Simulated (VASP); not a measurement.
# FeB4 (Pnnm) in VASP: relaxation of cell and atoms with LDA

Aim: the relaxation of cell and atoms of FeB4 with LDA.

Program: VASP 6.6.1. These are calculated values, not measurements. Logs are shortened: lines on timing, memory, paths and dates and some standing lists are left out, and cuts for length are marked.

**1. The cell of the first run**

It takes space group Pnnm (No. 58, orthorhombic). Conventional cell: a = 4.519 Å, b = 5.279 Å, c = 3.006 Å, α = 90.00°, β = 90.00°, γ = 90.00°. Fe (site symmetry 2/m) has 12 B at 2.00 to 2.25 Å within 2.6 Å. B (site symmetry m) has 4 B at 1.70 to 1.88 Å and 3 Fe at 2.00 to 2.13 Å within 2.3 Å. Within 2.3 Å of B (site symmetry m) lie 5 B at 1.70 to 1.98 Å and 3 Fe at 2.10 to 2.25 Å.

**2. Relaxation of cell and atoms, LDA**

Input file INCAR:

```
SYSTEM = FeB4
PREC = Accurate ; ENCUT = 600
EDIFF = 1E-6 ; ISMEAR = 0
SIGMA = 0.1 ; LREAL = .False.
LASPH = .True. ; NELM = 100
ALGO = Normal ; ISIF = 3
LWAVE = .False. ; LCHARG = .False.
IBRION = 2 ; NSW = 70
EDIFFG = -0.005
```

Input file KPOINTS:

```
Automatic mesh
0
Gamma
  8 8 12
  0 0 0
```

Input file POSCAR:

```
FeB4
1.0
    4.5187340168      0.0000000000      0.0000000000
    0.0000000000      5.2789548118      0.0000000000
    0.0000000000      0.0000000000      3.0055319415
Fe B
2 8
Direct
    0.0000000000      0.0000000000      0.0000000000
    0.5000000000      0.5000000000      0.5000000000
    0.2490645758      0.3128547325      0.0000000000
    0.7509354242      0.6871452675      0.0000000000
    0.7490645758      0.1871452675      0.5000000000
    0.2509354242      0.8128547325      0.5000000000
    0.3389137812      0.1269040941      0.5000000000
    0.6610862188      0.8730959059      0.5000000000
    0.8389137812      0.3730959059      0.0000000000
    0.1610862188      0.6269040941      0.0000000000
```

Potentials or basis: VASP PAW LDA potentials, release 64 (Fe, B).

Run with:

```sh
cat potpaw_LDA.64/Fe/POTCAR potpaw_LDA.64/B/POTCAR > POTCAR
mpirun -np 1 vasp_std > vasp.out
```

OUTCAR:

```text
SYSTEM = FeB4
   PREC = Accurate
   ENCUT = 600
   EDIFF = 1E-6
   ISMEAR = 0
   LREAL = .False.
   LASPH = .True.
   NELM = 100
   ISIF = 3
   IBRION = 2
   NSW = 70
   EDIFFG = -0.005

 ion  position               nearest neighbor table
   1  0.000  0.000  0.000-   3 2.00   4 2.00   9 2.10  10 2.10   5 2.13   6 2.13   5 2.13   6 2.13
                             7 2.25   8 2.25   7 2.25   8 2.25
   2  0.500  0.500  0.500-   5 2.00   6 2.00   7 2.10   8 2.10   3 2.13   4 2.13   3 2.13   4 2.13
                             9 2.25  10 2.25   9 2.25  10 2.25
   3  0.249  0.313  0.000-  10 1.70   7 1.84   7 1.84   9 1.88   1 2.00   2 2.13   2 2.13
   4  0.751  0.687  0.000-   9 1.70   8 1.84   8 1.84  10 1.88   1 2.00   2 2.13   2 2.13
   5  0.749  0.187  0.500-   8 1.70   9 1.84   9 1.84   7 1.88   2 2.00   1 2.13   1 2.13
   6  0.251  0.813  0.500-   7 1.70  10 1.84  10 1.84   8 1.88   2 2.00   1 2.13   1 2.13
   7  0.339  0.127  0.500-   6 1.70   3 1.84   3 1.84   5 1.88   8 1.98   2 2.10   1 2.25   1 2.25

   8  0.661  0.873  0.500-   5 1.70   4 1.84   4 1.84   6 1.88   7 1.98   2 2.10   1 2.25   1 2.25

   9  0.839  0.373  0.000-   4 1.70   5 1.84   5 1.84   3 1.88  10 1.98   1 2.10   2 2.25   2 2.25

  10  0.161  0.627  0.000-   3 1.70   6 1.84   6 1.84   4 1.88   9 1.98   1 2.10   2 2.25   2 2.25

  LATTYP: Found a simple orthorhombic cell.
 ALAT       =     3.0055319415
 B/A-ratio  =     1.5034722987
 C/A-ratio  =     1.7564128130

  Lattice vectors:

 A1 = (   0.0000000000,   0.0000000000,   3.0055319415)
 A2 = (   4.5187340168,   0.0000000000,   0.0000000000)
 A3 = (   0.0000000000,   5.2789548118,   0.0000000000)

Analysis of symmetry for initial positions (statically):
=====================================================================
 Subroutine PRICEL returns:
 Original cell was already a primitive cell.

 Routine SETGRP: Setting up the symmetry group for a
 simple orthorhombic supercell.

 Subroutine GETGRP returns: Found  8 space group operations
 (whereof  4 operations were pure point group operations)
 out of a pool of  8 trial point group operations.

The static configuration has the point symmetry C_2h.
 The point group associated with its full space group is D_2h.

Analysis of symmetry for dynamics (positions and initial velocities):
=====================================================================
 Subroutine PRICEL returns:
 Original cell was already a primitive cell.

 Routine SETGRP: Setting up the symmetry group for a
 simple orthorhombic supercell.

 Subroutine GETGRP returns: Found  8 space group operations
 (whereof  4 operations were pure point group operations)
 out of a pool of  8 trial point group operations.

The dynamic configuration has the point symmetry C_2h.
 The point group associated with its full space group is D_2h.

 Subroutine INISYM returns: Found  8 space group operations
 (whereof  4 operations are pure point group operations),
 and found     1 'primitive' translations

----------------------------------------------------------------------------------------

                                     Primitive cell

  volume of cell :      71.6945

  direct lattice vectors                    reciprocal lattice vectors
     4.518734017  0.000000000  0.000000000     0.221300921  0.000000000  0.000000000
     0.000000000  5.278954812  0.000000000     0.000000000  0.189431438  0.000000000
     0.000000000  0.000000000  3.005531942     0.000000000  0.000000000  0.332719805

  length of vectors
     4.518734017  5.278954812  3.005531942     0.221300921  0.189431438  0.332719805

  position of ions in fractional coordinates (direct lattice)
     0.000000000  0.000000000  0.000000000
     0.500000000  0.500000000  0.500000000
     0.249064576  0.312854732  0.000000000
     0.750935424  0.687145268  0.000000000
     0.749064576  0.187145268  0.500000000
     0.250935424  0.812854732  0.500000000
     0.338913781  0.126904094  0.500000000
     0.661086219  0.873095906  0.500000000
     0.838913781  0.373095906  0.000000000
     0.161086219  0.626904094  0.000000000

  ion indices of the primitive-cell ions
   primitive index   ion index
                 1           1
                 2           2
                 3           3
                 4           4
                 5           5
[... 26 lines left out ...]

 Subroutine IBZKPT returns following result:
 ===========================================

 Found    175 irreducible k-points:

 Following reciprocal coordinates:
            Coordinates               Weight
  0.000000  0.000000  0.000000      1.000000
  0.125000  0.000000  0.000000      2.000000
  0.250000  0.000000  0.000000      2.000000
  0.375000  0.000000  0.000000      2.000000
  0.500000  0.000000  0.000000      1.000000
  0.000000  0.125000  0.000000      2.000000
[... 16 lines left out ...]
  0.250000  0.500000  0.000000      2.000000
  0.375000  0.500000  0.000000      2.000000
 [... further k-points ...]
   k-points           NKPTS =    175   k-points in BZ     NKDIM =    175   number of bands    NBANDS=     26
   number of dos      NEDOS =    301   number of ions     NIONS =     10
   total plane-waves  NPLWV =  36288
   dimension x,y,z NGX =    36 NGY =   42 NGZ =   24
   dimension x,y,z NGXF=    72 NGYF=   84 NGZF=   48
   ions per type =               2   8
   NGX,Y,Z   is equivalent  to a cutoff of  13.24, 13.23, 13.28 a.u.
   NGXF,Y,Z  is equivalent  to a cutoff of  26.49, 26.45, 26.55 a.u.
 SYSTEM =  FeB4
   PREC   = accura    normal or accurate (medium, high low for compatibility)
   ISTART =      0    job   : 0-new  1-cont  2-samecut
   ICHARG =      2    charge: 1-file 2-atom 10-const
   ISPIN  =      1    spin polarized calculation?
   LNONCOLLINEAR =      F non collinear calculations
   LSORBIT =      F    spin-orbit coupling
   LASPH  =      T    aspherical Exc in radial PAW
   ENCUT  =  600.0 eV  44.10 Ry    6.64 a.u.   9.03 10.54  6.00*2*pi/ulx,y,z
   NELM   =    100;   NELMIN=  2; NELMDL= -5     # of ELM steps
   EDIFF  = 0.1E-05   stopping-criterion for ELM
   LREAL  =      F    real-space projection
   EDIFFG = -.5E-02   stopping-criterion for IOM
   NSW    =     70    number of steps for IOM
   IBRION =      2    ionic relax: 0-MD 1-quasi-New 2-CG
   NFREE  =      1    steps in history (QN), initial steepest desc. (CG)
   ISIF   =      3    stress and relaxation
   ISYM   =      2    0-nonsym 1-usesym 2-fastsym
   POTIM  = 0.5000    time-step for ionic-motion
   TEBEG  =    0.0;   TEEND  =   0.0 temperature during run
   PSTRESS=    0.0 pullay stress
   NELECT =      40.0000    total number of electrons
   NUPDOWN=      -1.0000    fix difference up-down
   EMIN   =  10.00;   EMAX   =-10.00  energy-range for DOS
   EFERMI =   0.00;   METHOD = LEGACY
   ISMEAR =     0;   SIGMA  =   0.10  broadening in eV -4-tet -1-fermi 0-gaus
   EFERMI_NEDOS =   21; number of points for ismear=-14 and -15
   IALGO  =     38    algorithm
   IMIX   =      4    mixing-type and parameters
     AMIX     =   0.40;   BMIX     =  1.00
     AMIX_MAG =   1.60;   BMIX_MAG =  1.00
  volume/ion in A,a.u.               =       7.17        48.38
  Fermi-wavevector in a.u.,A,eV,Ry     =   1.347719  2.546820 24.712908  1.816348
  Thomas-Fermi vector in A             =   2.475447
   LORBIT       =      0    0 simple, 1 ext, 2 COOP (PROOUT), +10 PAW based schemes
   GGA     = CA    functional components
   LHFCALC =     F    Hartree Fock is set to
   AEXX    =    0.0000 exact exchange contribution
   IVDW    =     0    specifies the selected vdW correction
   LEPSILON=     F    determine dielectric tensor
   LRPA    =     F    only Hartree local field effects (RPA)
 conjugate gradient relaxation of ions
 non-spin polarized calculation
 Gauss-broadening in eV      SIGMA  =   0.10
  energy-cutoff  :      600.00
  volume of cell :       71.69
 maximum number of plane-waves:      2414
   NGX = 19   NGY = 21   NGZ = 13

--------------------------------------- Ionic step        1  -------------------------------------------

 number of electron      40.0000010 magnetization

 Free energy of the ion-electron system (eV)
  ---------------------------------------------------
  ext. energy  EPLUGINS =         0.00000000
  ---------------------------------------------------
  free energy    TOTEN  =       -80.66852944 eV

  energy without entropy =      -80.64929994  energy(sigma->0) =      -80.65891469

------------------------ aborting loop because EDIFF is reached ----------------------------------------

  FORCE on cell =-STRESS in cart. coord.  units (eV):
  Direction    XX          YY          ZZ          XY          YZ          ZX
  --------------------------------------------------------------------------------------
  -------------------------------------------------------------------------------------
  Total       -5.0597564     -5.6930137     -4.7273235      0.0000000      0.0000000      0.0000000
  in kB     -113.0717511   -127.2233238   -105.6427834      0.0000000      0.0000000      0.0000000
  external PRESSURE =    -115.3126194 kB  Pullay stress =       0.0000000 kB
[... 113 lines left out ...]
  FREE ENERGIE OF THE ION-ELECTRON SYSTEM (eV)
  ---------------------------------------------------
  free  energy   TOTEN  =       -80.7694471828 eV

  energy  without entropy=      -80.7510604386  energy(sigma->0) =      -80.76025381

[... ionic steps 4 to 10 ...]

--------------------------------------- Ionic step       11  -------------------------------------------

 number of electron      40.0000021 magnetization

------------------------ aborting loop because EDIFF is reached ----------------------------------------
[... 83 lines left out ...]
--------------------------------------- Ionic step       13  -------------------------------------------

 number of electron      40.0000021 magnetization

 Free energy of the ion-electron system (eV)
  ---------------------------------------------------
  ext. energy  EPLUGINS =         0.00000000
  ---------------------------------------------------
  free energy    TOTEN  =       -80.77573493 eV

  energy without entropy =      -80.75764875  energy(sigma->0) =      -80.76669184

 E-fermi :   8.6693     XC(G=0): -13.0467

 val. band max:        8.6669291337   @ k =   0.1250   0.0000   0.3333
 cond. band min:       8.6705938414   @ k =   0.2500   0.0000   0.3333
 fundamental gap:      0.0036647077
 Fermi energy:         8.6693078933

 k-point     1 :       0.0000    0.0000    0.0000
  band No.  band energies     occupation
      1      -7.2478      2.00000
      2      -3.5281      2.00000
      3      -3.0020      2.00000
      4      -1.1024      2.00000
      5      -0.7188      2.00000
      6       0.4699      2.00000
[... 685 lines left out ...]
     25      12.6271      0.00000
     26      12.6271      0.00000

 [... further k-points ...]

------------------------ aborting loop because EDIFF is reached ----------------------------------------

  FORCE on cell =-STRESS in cart. coord.  units (eV):
  Direction    XX          YY          ZZ          XY          YZ          ZX
  --------------------------------------------------------------------------------------
  -------------------------------------------------------------------------------------
  Total       -0.0010981     -0.0191174     -0.0272486      0.0000000      0.0000000      0.0000000
  in kB       -0.0255687     -0.4451300     -0.6344593      0.0000000      0.0000000      0.0000000
  external PRESSURE =      -0.3683860 kB  Pullay stress =       0.0000000 kB
[... 25 lines left out ...]
  FREE ENERGIE OF THE ION-ELECTRON SYSTEM (eV)
  ---------------------------------------------------
  free  energy   TOTEN  =       -80.7757349335 eV

  energy  without entropy=      -80.7576487472  energy(sigma->0) =      -80.76669184

 reached required accuracy - stopping structural energy minimisation
```

Run time: 26 min. Hardware: 1 thread of Intel Xeon Platinum 8259CL at 2.50GHz (Skylake/Cascade Lake), shared host; peak memory 0.43 GiB.

What came out:

```
Free energy                           : -80.7757 eV
Relaxed volume                        : 6.88 Å³/atom
Relaxed cell                          : a = 4.436 Å, b = 5.226 Å, c = 2.968 Å, α = 90.00°, β = 90.00°, γ = 90.00°
Space group after relaxing (to 0.1 Å) : Pnnm (No. 58)
Energy gained by relaxing             : 10.7 meV/atom
Ionic steps                           : 13
Pressure after relaxing               : 0.0 GPa
Band gap on the k mesh                : zero (bands 20 and 21 overlap by 0.84 eV)
```

Forces in eV/Å, atoms in the order of the input:
```
Fe   0.000  0.000  0.000
Fe   0.000  0.000  0.000
B    0.000 -0.002  0.000
B    0.000  0.002  0.000
B    0.000  0.002  0.000
B    0.000 -0.002  0.000
B    0.002  0.000  0.000
B   -0.002  0.000  0.000
B    0.002  0.000  0.000
B   -0.002  0.000  0.000
```

Step by step:
| step | energy change (eV) | largest force (eV/Å) | pressure (GPa) | volume (Å³) |
| --- | --- | --- | --- | --- |
| 1 | 0.0000 | 0.0425 | -11.53 | 71.69 |
| 2 | 0.0011 | 0.1913 | 12.79 | 66.47 |
| 3 | -0.1009 | 0.0867 | -0.30 | 69.03 |
| 4 | -0.1009 | 0.0884 | 0.00 | 68.97 |
| 5 | -0.1059 | 0.0969 | 0.28 | 68.74 |
| 6 | -0.1062 | 0.0720 | 0.21 | 68.78 |
| 7 | -0.1069 | 0.0371 | -0.11 | 68.84 |
| 8 | -0.1069 | 0.0380 | -0.30 | 68.85 |
| 9 | -0.1071 | 0.0319 | 0.19 | 68.76 |
| 10 | -0.1071 | 0.0318 | 0.20 | 68.76 |
| 11 | -0.1072 | 0.0113 | 0.01 | 68.79 |
| 12 | -0.1072 | 0.0063 | 0.07 | 68.78 |
| 13 | -0.1072 | 0.0025 | -0.04 | 68.81 |

Final structure:
```
Fe B
1.0
     4.43631    0.00000    0.00000
     0.00000    5.22648    0.00000
     0.00000    0.00000    2.96770
Fe B
2 8
Direct
  0.00000 0.00000 0.00000
  0.50000 0.50000 0.50000
  0.25044 0.31261 0.00000
  0.74956 0.68739 0.00000
  0.75044 0.18739 0.50000
  0.24956 0.81261 0.50000
  0.33879 0.12621 0.50000
  0.66121 0.87379 0.50000
  0.83879 0.37379 0.00000
  0.16121 0.62621 0.00000
```

Levels at points of the mesh, in eV from the Fermi level:
```
           k point  band 18  band 19  band 20  band 21  band 22  band 23
(0.00, 0.00, 0.00)    -2.03    -1.20     0.13     0.97     1.37     2.33
(0.50, 0.00, 0.00)    -1.88    -0.23    -0.23     0.39     0.39     1.94
(0.00, 0.50, 0.00)    -1.79    -0.61    -0.61     0.28     0.28     2.23
(0.50, 0.50, 0.00)    -2.19    -1.65    -1.65     0.44     0.44     1.68
(0.00, 0.00, 0.50)    -2.27    -0.75    -0.75     0.24     0.24     0.71
(0.50, 0.00, 0.50)    -2.11    -0.71    -0.71     0.80     0.80     0.98
(0.00, 0.50, 0.50)    -3.13    -0.75    -0.75     0.36     0.36     1.40
(0.50, 0.50, 0.50)    -2.53    -0.78    -0.78    -0.44    -0.44     2.82
```

Caveat: the run has no spin polarisation, though such a crystal can be magnetic.
